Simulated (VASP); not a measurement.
Wanted: the native input for a VASP 6.6.1 run.

* Task: single point
* Functional: PBE
* Potentials or basis: VASP PAW PBE potentials, release 64 (Nb_sv, V_sv, Te)
* Cutoff: 520 eV
* k mesh: 8 × 8 × 8
* Occupations: gaussian, width 0.1 eV
* Spin: collinear spin
* Starting moments: [0.56, 3.99, -0.14, -0.14, -0.14] μB
* Dipole correction: no
* k mesh for the DOS: 12 × 12 × 12
* Occupations for the DOS: tetrahedron
* Further INCAR settings: ALGO = Normal; EDIFF = 1e-06

NbVTe3:

```
Nb V Te
1.0
     5.41222    0.00000    0.00000
     0.00000    5.41222    0.00000
     0.00000    0.00000    5.41222
Nb V Te
1 1 3
Direct
  0.50000 0.50000 0.50000
  0.00000 0.00000 0.00000
  0.50000 0.50000 0.00000
  0.00000 0.50000 0.50000
  0.50000 0.00000 0.50000
```

One way to write it, as run:

POSCAR

```
NbVTe3
1.0
    5.4122177222      0.0000000000      0.0000000000
    0.0000000000      5.4122177222      0.0000000000
    0.0000000000      0.0000000000      5.4122177222
Nb V Te
1 1 3
Direct
    0.5000000000      0.5000000000      0.5000000000
    0.0000000000      0.0000000000      0.0000000000
    0.5000000000      0.5000000000      0.0000000000
    0.0000000000      0.5000000000      0.5000000000
    0.5000000000      0.0000000000      0.5000000000
```

INCAR.step1

```
SYSTEM = NbVTe3
ALGO = Normal
EDIFF = 1E-6
ENCUT = 520
GGA = PE
ISIF = 2
ISMEAR = 0
ISPIN = 2
LASPH = .TRUE.
LCHARG = .TRUE.
LMAXMIX = 4
LREAL = .FALSE.
LWAVE = .FALSE.
MAGMOM = 0.56 3.99 -0.14 -0.14 -0.14
NBANDS = 34
NELM = 150
PREC = Accurate
SIGMA = 0.1
```

KPOINTS.step1

```
k-points
0
G
  8 8 8
  0 0 0
```

INCAR.step2

```
SYSTEM = NbVTe3
ALGO = Normal
EDIFF = 1E-6
ENCUT = 520
GGA = PE
ICHARG = 11
ISIF = 2
ISMEAR = -5
ISPIN = 2
LASPH = .TRUE.
LCHARG = .FALSE.
LMAXMIX = 4
LORBIT = 11
LREAL = .FALSE.
LWAVE = .FALSE.
MAGMOM = 0.56 3.99 -0.14 -0.14 -0.14
NEDOS = 1001
NELM = 150
PREC = Accurate
SIGMA = 0.1
```

KPOINTS.step2

```
k-points
0
G
  12 12 12
  0 0 0
```

Potentials or basis: VASP PAW PBE potentials, release 64 (Nb_sv, V_sv, Te).

Run with:

```console
$ cat potpaw_PBE.64/Nb_sv/POTCAR potpaw_PBE.64/V_sv/POTCAR potpaw_PBE.64/Te/POTCAR > POTCAR
$ cp INCAR.step1 INCAR
$ cp KPOINTS.step1 KPOINTS
$ mpirun -np 1 vasp_std > vasp.out
$ cp INCAR.step2 INCAR
$ cp KPOINTS.step2 KPOINTS
$ mpirun -np 1 vasp_std > vasp.out
```

Results of the run:

- Net moment: 4.01 μB per cell
- Site moments: Nb +0.54; V +3.15; Te -0.15 μB
- Valence electrons inside the program's atomic spheres: Nb 10.66; V 11.24; Te 3.40

Caveat: the highest band is partly filled, so the run has too few bands.

It took 21 min on 1 thread of Oxide Virtual Turin-like Processor, on a shared host, peak memory 0.68 GiB.
